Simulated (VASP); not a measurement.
A run of VASP 6.6.1 is set up as follows.

File INCAR:

```
SYSTEM = TiRh
ALGO = Normal ; EDIFF = 1E-6
ENCUT = 520 ; GGA = PS
ISIF = 2 ; ISMEAR = -1
LASPH = .TRUE. ; LCHARG = .TRUE.
LELF = .TRUE. ; LREAL = .FALSE.
LVHAR = .TRUE. ; LWAVE = .FALSE.
NBANDS = 20 ; NELM = 60
PREC = Accurate ; SIGMA = 0.15
```

The input KPOINTS:

```
k-points
0
G
  8 8 7
  0 0 0
```

Contents of POSCAR:

```
TiRh
1.0
    2.9628895691      0.0000000000      0.0000000000
    0.0000000000      2.9628895691      0.0000000000
    0.0000000000      0.0000000000      3.3218474085
Ti Rh
1 1
Direct
    0.5000000000      0.5000000000      0.5000000000
    0.0000000000      0.0000000000      0.0000000000
```

Potentials or basis: VASP PAW PBE potentials, release 64 (Ti_sv, Rh_pv).

The run is started by

```bash
$ cat potpaw_PBE.64/Ti_sv/POTCAR potpaw_PBE.64/Rh_pv/POTCAR > POTCAR
$ mpirun -np 1 vasp_std > vasp.out
```

Question: Predict the pressure.

Answer: -1.7 GPa.

Stress tensor (GPa, compression positive):
```
-2.57  0.00  0.00
 0.00 -2.57  0.00
 0.00  0.00  0.14
```

Caveat: the PAW data sets were made with another functional, which shifts forces and pressure a little.
